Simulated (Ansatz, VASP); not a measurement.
## One calculation of Zr2HS4, two programs

```
CELL_PARAMETERS angstrom
7.29768 0.00000 0.00000
-3.64884 6.31997 0.00000
0.00000 0.00000 20.91715
ATOMIC_POSITIONS crystal
S 0.33333 0.16667 0.19123
S 0.33333 0.66667 0.19123
S 0.83333 0.16667 0.19123
S 0.83333 0.66667 0.19123
S 0.16667 0.33333 0.33069
S 0.16667 0.83333 0.33069
S 0.66667 0.33333 0.33069
S 0.66667 0.83333 0.33069
Zr 0.00000 0.00000 0.26096
Zr 0.00000 0.50000 0.26096
Zr 0.50000 0.00000 0.26096
Zr 0.50000 0.50000 0.26096
H 0.30762 0.69238 0.47412
H 0.35905 0.64095 0.47412
```

Alike in both runs: task single point; functional PBE; dispersion D3(BJ); k mesh 6 × 6 × 1; occupations gaussian, width 0.05 eV; no spin polarisation.

|  | VASP | Ansatz |
| --- | --- | --- |
| version | VASP 6.6.1 | Ansatz 0.2.0 |
| potentials or method | VASP PAW PBE potentials, release 64 (S, Zr_sv, H), cutoff 400 eV | scalar-relativistic, plane waves, PAW |
| valence electrons in the cell | 98 | 98 |

Ansatz gave:

| Property | Result |
| --- | --- |
| gap on the k mesh at the Fermi level (eV) | 1.10 |
| least direct gap on the mesh (eV) | 1.10 |
| rms of the force components (eV/Å) | 1.059 |

Q: Which values does VASP return?

A: gap on the k mesh at the Fermi level (eV): 1.10; least direct gap on the mesh (eV): 1.10; rms of the force components (eV/Å): 1.064.
